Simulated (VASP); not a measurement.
A run of VASP 6.6.1:

POSCAR

```
PbO
1.0
    3.9804038992      0.0000000000      0.0000000000
    0.0000000000      3.9804038992      0.0000000000
    0.0000000000      0.0000000000      5.0009130541
Pb O
2 2
Direct
    0.0000000000      0.5000000000      0.2366325577
    0.5000000000      0.0000000000      0.7633674423
    0.0000000000      0.0000000000      0.0000000000
    0.5000000000      0.5000000000      0.0000000000
```

Contents of INCAR.step1:

```
SYSTEM = PbO
PREC = Accurate ; ENCUT = 500
EDIFF = 1E-8 ; ISMEAR = 0
SIGMA = 0.01 ; LREAL = .FALSE.
LASPH = .TRUE. ; NELM = 60
ALGO = Normal ; LWAVE = .TRUE.
LCHARG = .FALSE. ; GGA = PE
```

File INCAR.step2:

```
SYSTEM = PbO
PREC = Accurate ; ENCUT = 500
EDIFF = 1E-8 ; ISMEAR = 0
SIGMA = 0.01 ; LREAL = .FALSE.
LASPH = .TRUE. ; NELM = 1
ALGO = Exact ; LWAVE = .TRUE.
LCHARG = .FALSE. ; GGA = PE
NBANDS = 150 ; LOPTICS = .TRUE.
ISTART = 1
```

INCAR.step3

```
SYSTEM = PbO
PREC = Accurate ; ENCUT = 500
EDIFF = 1E-8 ; ISMEAR = 0
SIGMA = 0.01 ; LREAL = .FALSE.
LASPH = .TRUE. ; ALGO = EVGW0
LWAVE = .FALSE. ; LCHARG = .FALSE.
GGA = PE ; NELMGW = 1
NBANDS = 150 ; ENCUTGW = 80.0
NOMEGA = 96 ; PRECFOCK = Fast
ISTART = 1 ; NBANDSGW = 30
OMEGAMAX = 20
```

Contents of KPOINTS:

```
regular mesh
0
G
  4 4 4
  0 0 0
```

Potentials or basis: VASP PAW PBE potentials, release 64 (Pb_d_GW, O_GW).

Launch:

```sh
$ cat potpaw_PBE.64/Pb_d_GW/POTCAR potpaw_PBE.64/O_GW/POTCAR > POTCAR
$ cp INCAR.step1 INCAR
$ mpirun -np 1 vasp_std > vasp.out
$ cp INCAR.step2 INCAR
$ mpirun -np 1 vasp_std > vasp.out
$ cp INCAR.step3 INCAR
$ mpirun -np 1 vasp_std > vasp.out
```

Hardware: 1 thread of AMD EPYC 9R45 96-Core Processor (Zen 5) (shared host).

**Question.** How long does it take, and how much memory?

**Answer.** Wall time 19 min on 1 thread of AMD EPYC 9R45 96-Core Processor (Zen 5), on a shared host, peak memory 1.7 GiB. Counts: k points 18.
